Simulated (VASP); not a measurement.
Here is a VASP 6.6.1 calculation.

File INCAR:

```
  PREC = Accurate
  ENCUT = 520
  EDIFF = 1E-7
  ISMEAR = -1
  SIGMA = 0.05
  LREAL = F
  LASPH = T
  NELM = 100
  ALGO = Normal
  ISIF = 2
  LWAVE = F
  LCHARG = T
  GGA = PE
  LELF = T
  LVHAR = T
  NBANDS = 10
```

The input KPOINTS:

```
Automatic mesh
0
Gamma
  18 18 18
  0.5 0.5 0.5
```

POSCAR

```
F
1.0
   -1.3607922680      1.3607922680      1.3607922680
    1.3607922680     -1.3607922680      1.3607922680
    1.3607922680      1.3607922680     -1.3607922680
F
1
Direct
    0.0000000000      0.0000000000      0.0000000000
```

Potentials or basis: VASP PAW PBE potentials, release 64 (F).

Command:

```bash
$ cat potpaw_PBE.64/F/POTCAR > POTCAR
$ mpirun -np 1 vasp_std > vasp.out
```

Question: Predict the band gap on the k mesh.

Answer: Zero (an odd number of electrons rules out a gap without spin polarisation).

Question: What does it give for the pressure?

Answer: -0.7 GPa.

Caveat: an odd number of electrons without spin polarisation forces a metal; a magnetic or distorted state may lie lower.
